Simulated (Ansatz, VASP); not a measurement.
# Hf in VASP and in Ansatz

```
Hf
1.0
     3.26063    0.00000    0.00000
    -1.63032    2.82379    0.00000
     0.00000    0.00000    5.05780
Hf
2
Direct
  0.33333 0.66667 0.25000
  0.66667 0.33333 0.75000
```

Change from the starting cell: equal xx and yy strain of +2 %.

Alike in both runs: task single point; functional PBE; k mesh 13 × 13 × 7; occupations fermi-dirac, width 0.05 eV; no spin polarisation.

```csv
,VASP,Ansatz
version,VASP 6.6.1,Ansatz 0.2.0
potentials or method,"VASP PAW PBE potentials, release 64 (Hf_pv), cutoff 520 eV","all-electron LAPW, scalar-relativistic"
```

|  | VASP | Ansatz | Ansatz less VASP |
| --- | --- | --- | --- |
| pressure (GPa) | -3.7 | -3.2 | +0.45 |
| traceless stress, the component that is largest in VASP (GPa) | 1.33 | 1.40 | +0.069 |

Ansatz ran all-electron here, and VASP with PAW potentials.

Spin-orbit coupling is off throughout.
